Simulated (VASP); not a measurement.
Te2Mo: single point with r2SCAN

System: Te2Mo, a slab with vacuum.

```
Te Mo
1.0
     3.56023    0.00000    0.00000
    -1.78012    3.08325    0.00000
     0.00000    0.00000   17.52406
Te Mo
2 1
Direct
  0.32722 0.65444 0.89973
  0.32722 0.65444 0.10402
  0.00000 0.00000 0.00000
```

This cell differs from its parent crystal: all Te atoms moved +0.050 Å, as atom 1 towards its neighbour atom 3 (Mo) at 2.726 Å.

```yaml
Program: VASP 6.6.1
Task: single point
Functional: r2SCAN
Potentials_or_basis: VASP PAW PBE potentials, release 64 (Te, Mo_sv)
Cutoff: 520 eV
k_mesh: 12 × 12 × 2
Occupations: gaussian, width 0.05 eV
Spin: no spin polarisation
Dipole_correction: no
Further_INCAR_settings: ALGO = Normal; EDIFF = 1e-07; NBANDS = 20
```

The largest force is 0.908 eV/Å and the band gap on the k mesh is 1.13 eV.

Forces on the atoms (eV/Å):
```
Te   0.000  0.294 -0.409
Te   0.000  0.255 -0.315
Mo   0.000 -0.549  0.724
```

Levels at points of the mesh, in eV from the valence-band top:
```
           k point  band 10  band 11  band 12  band 13  band 14  band 15  band 16  band 17
(0.00, 0.00, 0.00)    -1.77    -1.11    -0.90    -0.39     3.03     3.26     3.47     3.57
(0.50, 0.00, 0.00)    -2.51    -1.67    -0.76    -0.44     1.48     1.86     3.46     3.90
(0.00, 0.50, 0.00)    -2.44    -1.76    -0.79    -0.44     1.45     1.84     3.64     3.84
(0.00, 0.00, 0.50)    -1.77    -1.11    -0.90    -0.39     3.03     3.26     3.47     3.57
(0.50, 0.00, 0.50)    -2.51    -1.67    -0.76    -0.44     1.48     1.86     3.46     3.90
(0.00, 0.50, 0.50)    -2.44    -1.76    -0.79    -0.44     1.45     1.84     3.64     3.84
```

Run time: 21 min on 1 thread of Intel(R) Xeon(R) Platinum 8259CL CPU @ 2.50GHz (Skylake/Cascade Lake), on a shared host, peak memory 0.58 GiB.

Caveat: the cell differs from its parent crystal (all Te atoms moved +0.050 Å, as atom 1 towards its neighbour atom 3 (Mo) at 2.726 Å); the PAW data sets were made with another functional, which shifts forces and pressure a little; spin-orbit coupling is left out, which moves the levels of the heavy elements.
